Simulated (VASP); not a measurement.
# LiCl in VASP: notebook, part 2 of 2

VASP 6.6.1. The steps go on from the part before.

## Step 3: Single point, HSE06

This run uses another cell than the first one, of 20.41 Å³/atom, 0.971 times its volume.

The input, POSCAR:

```
LiCl
1.0
    0.0000000000      2.7330425368      2.7330425368
    2.7330425368      0.0000000000      2.7330425368
    2.7330425368      2.7330425368      0.0000000000
Li Cl
1 1
Direct
    0.0000000000      0.0000000000      0.0000000000
    0.2500000000      0.2500000000      0.2500000000
```

The input, INCAR.step1:

```
PREC = Accurate
ENCUT = 520
EDIFF = 1E-5
ISMEAR = 0
SIGMA = 0.01
LREAL = False
LASPH = True
NELM = 100
ALGO = Normal
ISIF = 2
LWAVE = True
LCHARG = False
NBANDS = 12
GGA = PE
```

The input, INCAR.step2:

```
PREC = Accurate
ENCUT = 520
EDIFF = 1E-6
ISMEAR = 0
SIGMA = 0.01
LREAL = False
LASPH = True
NELM = 100
ALGO = Normal
ISIF = 2
LWAVE = False
LCHARG = False
GGA = PE
LHFCALC = True
HFSCREEN = 0.2079
PRECFOCK = Normal
NBANDS = 12
ISTART = 1
```

The input, KPOINTS:

```
regular mesh
0
Gamma
  6 6 6
```

Potentials or basis: VASP PAW PBE potentials, release 64 (Li_sv, Cl).

On the command line:

```console
$ cat potpaw_PBE.64/Li_sv/POTCAR potpaw_PBE.64/Cl/POTCAR > POTCAR
$ cp INCAR.step1 INCAR
$ mpirun -np 1 vasp_std > vasp.out
$ cp INCAR.step2 INCAR
$ mpirun -np 1 vasp_std > vasp.out
```

OUTCAR:

```text
PREC = Accurate
   ENCUT = 520
   EDIFF = 1E-6
   ISMEAR = 0
   LREAL = False
   LASPH = True
   NELM = 100
   ISIF = 2
   GGA = PE
   LHFCALC = True
   HFSCREEN = 0.2079
   PRECFOCK = Normal
   ISTART = 1

 ion  position               nearest neighbor table
   1  0.000  0.000  0.000-   2 2.37   2 2.37   2 2.37   2 2.37
   2  0.250  0.250  0.250-   1 2.37   1 2.37   1 2.37   1 2.37

  LATTYP: Found a face centered cubic cell.
 ALAT       =     5.4660850736

  Lattice vectors:

 A1 = (   0.0000000000,   2.7330425368,   2.7330425368)
 A2 = (   2.7330425368,   0.0000000000,   2.7330425368)
 A3 = (   2.7330425368,   2.7330425368,   0.0000000000)

Analysis of symmetry for initial positions (statically):
=====================================================================
 Subroutine PRICEL returns:
 Original cell was already a primitive cell.

 Routine SETGRP: Setting up the symmetry group for a
 face centered cubic supercell.

 Subroutine GETGRP returns: Found 24 space group operations
 (whereof 24 operations were pure point group operations)
 out of a pool of 48 trial point group operations.

The static configuration has the point symmetry T_d .

Analysis of symmetry for dynamics (positions and initial velocities):
=====================================================================
 Subroutine PRICEL returns:
 Original cell was already a primitive cell.

 Routine SETGRP: Setting up the symmetry group for a
 face centered cubic supercell.

 Subroutine GETGRP returns: Found 24 space group operations
 (whereof 24 operations were pure point group operations)
 out of a pool of 48 trial point group operations.

The dynamic configuration has the point symmetry T_d .

 Subroutine INISYM returns: Found 24 space group operations
 (whereof 24 operations are pure point group operations),
 and found     1 'primitive' translations

----------------------------------------------------------------------------------------

                                     Primitive cell

  volume of cell :      40.8290

  direct lattice vectors                    reciprocal lattice vectors
     0.000000000  2.733042537  2.733042537    -0.182946293  0.182946293  0.182946293
     2.733042537  0.000000000  2.733042537     0.182946293 -0.182946293  0.182946293
     2.733042537  2.733042537  0.000000000     0.182946293  0.182946293 -0.182946293

  length of vectors
     3.865105822  3.865105822  3.865105822     0.316872274  0.316872274  0.316872274

  position of ions in fractional coordinates (direct lattice)
     0.000000000  0.000000000  0.000000000
     0.250000000  0.250000000  0.250000000

  ion indices of the primitive-cell ions
   primitive index   ion index
                 1           1
                 2           2

----------------------------------------------------------------------------------------

 KPOINTS: regular mesh

Automatic generation of k-mesh.
 Grid dimensions read from file:
 generate k-points for:    6    6    6

 Generating k-lattice:

  Cartesian coordinates                     Fractional coordinates (reciprocal lattice)
[... 40 lines left out ...]
   NGXF,Y,Z  is equivalent  to a cutoff of  25.81, 25.81, 25.81 a.u.
 SYSTEM =  unknown system
   PREC   = accura    normal or accurate (medium, high low for compatibility)
   ISTART =      1    job   : 0-new  1-cont  2-samecut
   ICHARG =      0    charge: 1-file 2-atom 10-const
   ISPIN  =      1    spin polarized calculation?
   LNONCOLLINEAR =      F non collinear calculations
   LSORBIT =      F    spin-orbit coupling
   LASPH  =      T    aspherical Exc in radial PAW
   ENCUT  =  520.0 eV  38.22 Ry    6.18 a.u.   7.19  7.19  7.19*2*pi/ulx,y,z
   NELM   =    100;   NELMIN=  2; NELMDL=  0     # of ELM steps
   EDIFF  = 0.1E-05   stopping-criterion for ELM
   LREAL  =      F    real-space projection
   EDIFFG = 0.1E-04   stopping-criterion for IOM
   NSW    =      0    number of steps for IOM
   IBRION =     -1    ionic relax: 0-MD 1-quasi-New 2-CG
   NFREE  =      0    steps in history (QN), initial steepest desc. (CG)
   ISIF   =      2    stress and relaxation
   ISYM   =      3    0-nonsym 1-usesym 2-fastsym
   POTIM  = 0.5000    time-step for ionic-motion
   TEBEG  =    0.0;   TEEND  =   0.0 temperature during run
   PSTRESS=    0.0 pullay stress
   NELECT =      10.0000    total number of electrons
   NUPDOWN=      -1.0000    fix difference up-down
   EMIN   =  10.00;   EMAX   =-10.00  energy-range for DOS
   EFERMI =   0.00;   METHOD = LEGACY
   ISMEAR =     0;   SIGMA  =   0.01  broadening in eV -4-tet -1-fermi 0-gaus
   EFERMI_NEDOS =   21; number of points for ismear=-14 and -15
   IALGO  =     38    algorithm
   IMIX   =      1    mixing-type and parameters
     AMIX     =   0.40;   BMIX     =  1.00
     AMIX_MAG =   1.60;   BMIX_MAG =  1.00
  volume/ion in A,a.u.               =      20.41       137.76
  Fermi-wavevector in a.u.,A,eV,Ry     =   1.024279  1.935607 14.274529  1.049148
  Thomas-Fermi vector in A             =   2.158058
   LORBIT       =      0    0 simple, 1 ext, 2 COOP (PROOUT), +10 PAW based schemes
   GGA     = PE    functional components
   LHFCALC =     T    Hartree Fock is set to
   PRECFOCK=normal    Normal, Fast or Accurate (Low or Medium for compatibility)
   ENCUT4O =  -1.0   cutoff for four orbital integrals eV
   NKREDX  =     1    reduce k-point grid by
   NKREDY  =     1    reduce k-point grid by
   NKREDZ  =     1    reduce k-point grid by
   AEXX    =    0.2500 exact exchange contribution
   HFSCREEN=    0.2079 screening length (either q_TF or 0.3 A-1)
   HFSCREENC=   0.2079 screening length for correlation (either q_TF or 0.3 A-1)
   ENCUTFOCK=  -1.0 apply spherical cutoff to Coloumb kernel
   IVDW    =     0    specifies the selected vdW correction
   LEPSILON=     F    determine dielectric tensor
   LRPA    =     F    only Hartree local field effects (RPA)
 non-spin polarized calculation
 Gauss-broadening in eV      SIGMA  =   0.01
  energy-cutoff  :      520.00
  volume of cell :       40.83
 maximum number of plane-waves:      1113
 NGX is ok and might be reduce to    30
  NGX = 24; NGY = 24; NGZ = 24

 number of electron      10.0000001 magnetization

 Free energy of the ion-electron system (eV)
  ---------------------------------------------------
  ext. energy  EPLUGINS =         0.00000000
  ---------------------------------------------------
  free energy    TOTEN  =        -8.49372347 eV

  energy without entropy =       -8.49372347  energy(sigma->0) =       -8.49372347

 E-fermi :  -1.9560     XC(G=0):  -6.4669

 val. band max:       -2.1385150908   @ k =   0.0000   0.0000   0.0000
 cond. band min:       5.2456013709   @ k =   0.0000   0.0000   0.0000
 fundamental gap:      7.3841164618
 Fermi energy:        -1.9560301023

 k-point     1 :       0.0000    0.0000    0.0000
  band No.  band energies     occupation
      1     -47.6818      2.00000
      2     -16.0756      2.00000
      3      -2.1385      2.00000
      4      -2.1385      2.00000
      5      -2.1385      2.00000
      6       5.2456      0.00000
      7       9.5880      0.00000
      8       9.5880      0.00000
      9       9.5880      0.00000
     10      14.0952      0.00000
     11      14.0952      0.00000
     12      17.1278      0.00000
[... 211 lines left out ...]
 k-point    16 :      -0.3333    0.5000    0.1667
  band No.  band energies     occupation
      1     -47.6794      2.00000
      2     -15.6431      2.00000
      3      -3.7505      2.00000
      4      -3.2490      2.00000
      5      -3.1432      2.00000
      6       6.8149      0.00000
      7       9.6675      0.00000
      8      11.1063      0.00000
      9      11.9712      0.00000
     10      13.7112      0.00000
     11      16.1131      0.00000
     12      16.7231      0.00000

------------------------ aborting loop because EDIFF is reached ----------------------------------------

  FORCE on cell =-STRESS in cart. coord.  units (eV):
  Direction    XX          YY          ZZ          XY          YZ          ZX
  --------------------------------------------------------------------------------------
  -------------------------------------------------------------------------------------
  Total        0.0377750      0.0377750      0.0377750      0.0000000      0.0000000      0.0000000
  in kB        1.4823351      1.4823351      1.4823351      0.0000000      0.0000000      0.0000000
  external PRESSURE =       1.4823351 kB  Pullay stress =       0.0000000 kB

 VOLUME and BASIS-vectors are now :
 -----------------------------------------------------------------------------
  energy-cutoff  :      520.00
  volume of cell :       40.83
      direct lattice vectors                 reciprocal lattice vectors
     0.000000000  2.733042537  2.733042537    -0.182946293  0.182946293  0.182946293
     2.733042537  0.000000000  2.733042537     0.182946293 -0.182946293  0.182946293
     2.733042537  2.733042537  0.000000000     0.182946293  0.182946293 -0.182946293

 POSITION                                       TOTAL-FORCE (eV/Angst)
 -----------------------------------------------------------------------------------
      0.00000      0.00000      0.00000         0.000000      0.000000      0.000000
      1.36652      1.36652      1.36652        -0.000000     -0.000000     -0.000000
 -----------------------------------------------------------------------------------
    total drift:                                0.000004      0.000001      0.000002

  FREE ENERGIE OF THE ION-ELECTRON SYSTEM (eV)
  ---------------------------------------------------
  free  energy   TOTEN  =        -8.4937234687 eV

  energy  without entropy=       -8.4937234687  energy(sigma->0) =       -8.49372347
```

OSZICAR.step1:

```text
N       E                     dE             d eps       ncg     rms          rms(c)
DAV:   1     0.428545363131E+02    0.42855E+02   -0.38191E+03   384   0.736E+02
DAV:   2    -0.466140937777E+01   -0.47516E+02   -0.45800E+02   476   0.141E+02
DAV:   3    -0.745232007464E+01   -0.27909E+01   -0.27825E+01   480   0.364E+01
DAV:   4    -0.753745128490E+01   -0.85131E-01   -0.85113E-01   596   0.627E+00
DAV:   5    -0.753799486464E+01   -0.54358E-03   -0.54358E-03   496   0.532E-01    0.232E+00
DAV:   6    -0.741046899362E+01    0.12753E+00   -0.28231E-01   424   0.226E+00    0.172E+00
DAV:   7    -0.741329405764E+01   -0.28251E-02   -0.78642E-02   480   0.134E+00    0.102E+00
DAV:   8    -0.742465903378E+01   -0.11365E-01   -0.14270E-02   452   0.727E-01    0.193E-01
DAV:   9    -0.742473090531E+01   -0.71872E-04   -0.24927E-04   524   0.108E-01    0.995E-02
DAV:  10    -0.742513736267E+01   -0.40646E-03   -0.62797E-04   452   0.137E-01    0.441E-02
DAV:  11    -0.742513606140E+01    0.13013E-05   -0.14424E-05   568   0.235E-02
   1 F= -.74251361E+01 E0= -.74251361E+01  d E =-.655943E-47
```

Run time: 8.1 min. Hardware: 1 thread of Intel Xeon Platinum 8488C (Sapphire Rapids), shared host; peak memory 0.27 GiB.

What came out:

```yaml
Free_energy: -8.4937 eV
Band_gap_on_the_k_mesh: 7.38 eV, direct
```

Levels at points of the mesh, in eV from the valence-band top:
```tsv
k point	band 2	band 3	band 4	band 5	band 6	band 7	band 8	band 9
(0.00, 0.00, 0.00)	-13.94	0.00	0.00	0.00	7.38	11.73	11.73	11.73
(0.50, 0.00, 0.00)	-13.61	-2.18	-0.31	-0.31	9.81	11.86	11.86	12.23
(0.50, 0.50, 0.00)	-13.51	-1.78	-0.90	-0.90	7.94	11.09	15.21	15.67
```

Caveat: the cutoff is under 1.25 times the usual one of these potentials, so pressure, stress and relaxed cells hold a basis-set (Pulay) error; the PAW data sets were made with another functional, which shifts forces and pressure a little.

## Step 4: Single point, HSE06 (strain +4.0%)

The input, POSCAR:

```
LiCl
1.0
    0.0000000000      2.8423642382      2.8423642382
    2.8423642382      0.0000000000      2.8423642382
    2.8423642382      2.8423642382      0.0000000000
Li Cl
1 1
Direct
    0.0000000000      0.0000000000      0.0000000000
    0.2500000000      0.2500000000      0.2500000000
```

The input, INCAR.step1:

```
  PREC = Accurate
  ENCUT = 520
  EDIFF = 1E-5
  ISMEAR = 0
  SIGMA = 0.01
  LREAL = F
  LASPH = T
  NELM = 80
  ALGO = Normal
  ISIF = 2
  LWAVE = T
  LCHARG = F
  GGA = PE
  NBANDS = 12
```

The input, INCAR.step2:

```
  PREC = Accurate
  ENCUT = 520
  EDIFF = 1E-6
  ISMEAR = 0
  SIGMA = 0.01
  LREAL = F
  LASPH = T
  NELM = 80
  ALGO = Normal
  ISIF = 2
  LWAVE = F
  LCHARG = F
  GGA = PE
  LHFCALC = T
  HFSCREEN = 0.2079
  PRECFOCK = Normal
  ISTART = 1
  NBANDS = 12
```

KPOINTS is that of step 3.

On the command line:

```console
$ cat potpaw_PBE.64/Li_sv/POTCAR potpaw_PBE.64/Cl/POTCAR > POTCAR
$ cp INCAR.step1 INCAR
$ mpirun -np 1 vasp_std > vasp.out
$ cp INCAR.step2 INCAR
$ mpirun -np 1 vasp_std > vasp.out
```

Run time: 8.8 min. Hardware: 1 thread of Intel Xeon Platinum 8488C (Sapphire Rapids), shared host; peak memory 0.28 GiB.

Results (log left out):

- Free energy: -8.4581 eV
- Band gap on the k mesh: 6.97 eV, direct

Levels at points of the mesh, in eV from the valence-band top:
```csv
k point,band 1,band 2,band 3,band 4,band 5,band 6,band 7,band 8,band 9,band 10
"(0.00, 0.00, 0.00)",-45.85,-13.68,0.00,0.00,0.00,6.97,11.53,11.53,11.53,15.84
"(0.50, 0.00, 0.00)",-45.85,-13.44,-1.80,-0.26,-0.26,9.41,11.54,11.67,11.67,17.16
"(0.50, 0.50, 0.00)",-45.85,-13.36,-1.49,-0.73,-0.73,7.96,10.91,14.05,14.78,14.78
```

Caveat: the cell differs from its parent crystal (strain +4.0%); the cutoff is under 1.25 times the usual one of these potentials, so pressure, stress and relaxed cells hold a basis-set (Pulay) error; the PAW data sets were made with another functional, which shifts forces and pressure a little.

## Step 5: Single point, PBE

This run uses another cell than the first one, of 20.41 Å³/atom, 0.971 times its volume.

The input, INCAR:

```
SYSTEM = LiCl
ALGO = Normal ; EDIFF = 1E-6
ENCUT = 750 ; GGA = PE
GGA_COMPAT = .False. ; ISIF = 2
ISMEAR = 0 ; LASPH = .True.
LCHARG = .True. ; LELF = .True.
LREAL = .False. ; LVHAR = .True.
LWAVE = .False. ; NBANDS = 12
NELM = 120 ; PREC = Accurate
SIGMA = 0.01
```

The input, KPOINTS:

```
k-points
0
Gamma
  4 4 4
  0 0 0
```

The input, POSCAR:

```
LiCl
1.0
    0.0000000000      2.7330425368      2.7330425368
    2.7330425368      0.0000000000      2.7330425368
    2.7330425368      2.7330425368      0.0000000000
Li Cl
1 1
Direct
    0.0000000000      0.0000000000      0.0000000000
    0.2500000000      0.2500000000      0.2500000000
```

On the command line:

```console
$ cat potpaw_PBE.64/Li_sv/POTCAR potpaw_PBE.64/Cl/POTCAR > POTCAR
$ mpirun -np 1 vasp_std > vasp.out
```

Run time: 8.8 s. Hardware: 1 thread of Intel Xeon 6975P-C (Granite Rapids), shared host; peak memory 0.19 GiB.

It converged, with:

* Free energy: -7.4225 eV
* Pressure: 0.6 GPa
* Band gap on the k mesh: 6.05 eV, direct

Levels at points of the mesh, in eV from the valence-band top:
```csv
k point,band 3,band 4,band 5,band 6,band 7,band 8
"(0.00, 0.00, 0.00)",0.00,0.00,0.00,6.05,10.18,10.18
"(0.50, 0.00, 0.00)",-2.03,-0.29,-0.29,8.38,10.35,10.35
"(0.50, 0.50, 0.00)",-1.65,-0.84,-0.84,6.64,9.66,13.50
```

Caveat: the k points lie up to 0.50 Å⁻¹ apart.

## Step 6: Single point, PBE (strain +4.0%)

The input, INCAR:

```
PREC     = Accurate       # precision mode
ENCUT    = 750            # plane-wave cutoff, eV
EDIFF    = 1E-6           # SCF threshold, eV
ISMEAR   = 0              # smearing method
SIGMA    = 0.01           # smearing width, eV
LREAL    = False          # projectors in reciprocal space
LASPH    = True           # aspherical terms in the spheres
NELM     = 120            # most SCF steps
ALGO     = Normal         # electronic algorithm
ISIF     = 2              # what is computed and relaxed
LWAVE    = False          # write WAVECAR
LCHARG   = False          # write CHGCAR
GGA      = PE             # functional
NBANDS   = 12             # bands
GGA_COMPAT= False
```

The input, KPOINTS:

```
regular mesh
0
Gamma
  4 4 4
```

The input, POSCAR:

```
LiCl
1.0
    0.0000000000      2.8423642382      2.8423642382
    2.8423642382      0.0000000000      2.8423642382
    2.8423642382      2.8423642382      0.0000000000
Li Cl
1 1
Direct
    0.0000000000      0.0000000000      0.0000000000
    0.2500000000      0.2500000000      0.2500000000
```

Potentials or basis: VASP PAW PBE potentials, release 64 (Li_sv, Cl).

On the command line:

```console
$ cat potpaw_PBE.64/Li_sv/POTCAR potpaw_PBE.64/Cl/POTCAR > POTCAR
$ mpirun -np 1 vasp_std > vasp.out
```

Run time: 11 s. Hardware: 1 thread of Intel Xeon 6975P-C (Granite Rapids), shared host; peak memory 0.19 GiB.

It converged, with:

```
Free energy            : -7.4005 eV
Pressure               : -1.9 GPa
Band gap on the k mesh : 5.66 eV, direct
```

Levels at points of the mesh, in eV from the valence-band top:
```csv
k point,band 3,band 4,band 5,band 6,band 7,band 8
"(0.00, 0.00, 0.00)",0.00,0.00,0.00,5.66,10.01,10.01
"(0.50, 0.00, 0.00)",-1.69,-0.24,-0.24,8.01,10.10,10.18
"(0.50, 0.50, 0.00)",-1.38,-0.69,-0.69,6.68,9.51,12.42
```

Caveat: the k points lie up to 0.48 Å⁻¹ apart; the cell differs from its parent crystal (strain +4.0%).

## Step 7: The runs side by side

| level | cell | k mesh | cutoff (eV) | grid for exact exchange (PRECFOCK) | screening parameter | gap on the mesh (eV) | pressure (GPa) |
| --- | --- | --- | --- | --- | --- | --- | --- |
| r2SCAN | a = 3.943 Å, angles 58.7°, 2 atoms | 8 × 8 × 8 | 520 | - | - | 6.61 | - |
| HSE06 | a = 3.865 Å, angles 60.0°, 2 atoms | 6 × 6 × 6 | 520 | Normal | 0.2079 1/Å | 7.38 | - |
| HSE06 | a = 4.020 Å, angles 60.0°, 2 atoms | 6 × 6 × 6 | 520 | Normal | 0.2079 1/Å | 6.97 | - |
| PBE | a = 3.865 Å, angles 60.0°, 2 atoms | 4 × 4 × 4 | 750 | - | - | 6.05 | 0.6 |
| PBE | a = 4.020 Å, angles 60.0°, 2 atoms | 4 × 4 × 4 | 750 | - | - | 5.66 | -1.9 |

Alike in all rows: task single point; potentials or basis VASP PAW PBE potentials, release 64 (Li_sv, Cl); no spin polarisation; smearing gaussian 0.01 eV.

Caveats: some runs use coarse meshes; the cutoff is under 1.25 times the usual one of these potentials, so pressure, stress and relaxed cells hold a basis-set (Pulay) error (some runs); the PAW data sets were made with another functional, which shifts forces and pressure a little (some runs).

Total energies depend on the potentials used, so only differences within one code and one set of settings carry meaning.
